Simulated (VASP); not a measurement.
NaH: single point with PBE

The system is NaH.

```
Na H
1.0
     0.00000    2.44000    2.44000
     2.44000    0.00000    2.44000
     2.44000    2.44000    0.00000
Na H
1 1
Direct
  0.00000 0.00000 0.00000
  0.50000 0.50000 0.50000
```

```json
{"Program": "VASP 6.6.1", "Task": "single point", "Functional": "PBE", "Potentials or basis": "VASP PAW PBE potentials, release 64 (Na_pv, H)", "Cutoff": "520 eV", "k mesh": "8 × 8 × 8", "Occupations": "gaussian, width 0.02 eV", "Spin": "no spin polarisation", "Dipole correction": "no", "Further INCAR settings": "ALGO = Normal; EDIFF = 1e-06; NBANDS = 11"}
```

| Property | Result |
| --- | --- |
| Pressure | -0.7 GPa |
| Band gap on the k mesh | 3.71 eV, indirect (least direct gap 4.55 eV) |

Levels at points of the mesh, in eV from the valence-band top:
```
           k point  band 1  band 2  band 3  band 4  band 5  band 6  band 7  band 8  band 9
(0.00, 0.00, 0.00)  -22.15  -22.15  -22.15   -3.54   10.16   15.39   15.39   15.39   16.17
(0.50, 0.00, 0.00)  -22.24  -22.16  -22.16   -0.84    3.71   10.58   13.20   13.20   16.06
(0.50, 0.50, 0.00)  -22.23  -22.18  -22.18   -0.17    4.58    9.92   10.49   10.49   11.47
```

Wall time 16 s on 1 thread of Intel Xeon 8259CL, on a shared host, peak memory 0.15 GiB.

A k mesh can miss the band edges. PBE gaps usually lie below the measured ones, often by a third to a half.
